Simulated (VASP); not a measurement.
Set up this calculation in VASP 6.6.1, as the native input.

```yaml
Task: single point
Functional: PBE
Potentials_or_basis: VASP PAW PBE potentials, release 64 (As)
Cutoff: 520 eV
k_mesh: 4 × 4 × 4
Occupations: gaussian, width 0.1 eV
Spin: no spin polarisation
Dipole_correction: no
Further_INCAR_settings: ALGO = Normal; EDIFF = 1e-07; NBANDS = 14
```

The structure of As lies in POSCAR:

```
As
1.0
    4.0622581665      0.0000000000      0.0000000000
    0.0000000000      4.0622581665      0.0000000000
    0.0000000000      0.0000000000      4.0622581665
As
3
Direct
    0.5000000000      0.0000000000      0.0000000000
    0.0000000000      0.5000000000      0.0000000000
    0.0000000000      0.0000000000      0.5000000000
```

One way to write it, as run:

INCAR

```
PREC = Accurate
ENCUT = 520
EDIFF = 1E-7
ISMEAR = 0
SIGMA = 0.1
LREAL = F
LASPH = T
NELM = 60
ALGO = Normal
ISIF = 2
LWAVE = F
LCHARG = T
GGA = PE
LELF = T
LVHAR = T
NBANDS = 14
```

KPOINTS

```
regular mesh
0
Gamma
  4 4 4
```

Potentials or basis: VASP PAW PBE potentials, release 64 (As).

Run with:

```sh
$ cat potpaw_PBE.64/As/POTCAR > POTCAR
$ mpirun -np 1 vasp_std > vasp.out
```

Results of the run:

```
Pressure : 0.0 GPa
```

Caveat: the k points lie up to 0.39 Å⁻¹ apart.

Wall time 10 s on 1 thread of AMD EPYC 7R43 64-Core Processor (Zen 3) (shared host), peak memory 0.12 GiB.
